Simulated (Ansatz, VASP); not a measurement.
# Two plane-wave programs on SiPbI2

The input INCAR:

```
SYSTEM = SiPbI2
  PREC = Accurate
  ENCUT = 600
  EDIFF = 1E-6
  ISMEAR = 0
  SIGMA = 0.1
  LREAL = .False.
  LASPH = .True.
  NELM = 80
  ALGO = Normal
  ISIF = 3
  LWAVE = .False.
  LCHARG = .False.
  GGA = PE
  IBRION = 2
  NSW = 90
  EDIFFG = -0.04
```

Contents of KPOINTS:

```
regular mesh
0
Gamma
  6 6 6
  0 0 0
```

File POSCAR:

```
SiPbI2
1.0
    2.1417155800      1.2365200700      7.9268305900
   -2.1417155800      1.2365200700      7.9268305900
    0.0000000000     -2.4730401400      7.9268305900
Si Pb I
1 1 2
Direct
    0.0000000000      0.0000000000      0.0000000000
    0.5000000000      0.5000000000      0.5000000000
    0.7670399000      0.7670399000      0.7670399000
    0.2329601000      0.2329601000      0.2329601000
```

Input for Ansatz:

```yaml
crystal:
  lattice:
    - [2.14171558, 1.23652007, 7.92683059]
    - [-2.14171558, 1.23652007, 7.92683059]
    - [0.0, -2.47304014, 7.92683059]
  atoms:
    - { symbol: Si, position: [0.0, 0.0, 0.0] }
    - { symbol: Pb, position: [0.5, 0.5, 0.5] }
    - { symbol: I, position: [0.7670399, 0.7670399, 0.7670399] }
    - { symbol: I, position: [0.2329601, 0.2329601, 0.2329601] }
basis:
  ecutwfc: 420
kpoints:
  mp_grid: { grid: [6, 6, 6] }
hamiltonian:
  xc: pbe
scf:
  occupations: { method: gaussian, width: 0.1 }
  lower_state_search: "off"
output:
  forces: true
  stress: true
  eigenvalues: true
relax:
  adjacent_minimum: "off"
  f_tol: 0.04
  max_steps: 70
  cell: { stress_tol: 0.4 }
```

Change from the starting cell: species swapped into the KLuS2 type (R-3m, No. 166).

Alike in both runs: task relaxation of cell and atoms; functional PBE; k mesh 6 × 6 × 6; occupations gaussian, width 0.1 eV; no spin polarisation.

```csv
,VASP,Ansatz
version,VASP 6.6.1,Ansatz 0.2.0
potentials or method,"VASP PAW PBE potentials, release 64 (Si, Pb_d, I), cutoff 600 eV","scalar-relativistic, plane waves, PAW"
valence electrons in the cell,32,52
```

VASP gave:

| Item | Value |
| --- | --- |
| gap on the k mesh at the Fermi level, each at its own relaxed structure (eV) | none |
| relaxed volume (Å³/atom) | 32.57 |
| relaxed length of the cell vector where the two differ most in proportion (Å) | 9.841 |

Question: What did Ansatz give for the same quantities?

Answer: gap on the k mesh at the Fermi level, each at its own relaxed structure (eV): none; relaxed volume (Å³/atom): 32.41; relaxed length of the cell vector where the two differ most in proportion (Å): 9.821.

A gap of «none» marks a metal or a gap that the smearing closes. VASP's potentials hold 32 valence electrons a cell and Ansatz's 52, so a difference there can come from the potentials and not from the codes.

Spin-orbit coupling is off throughout.
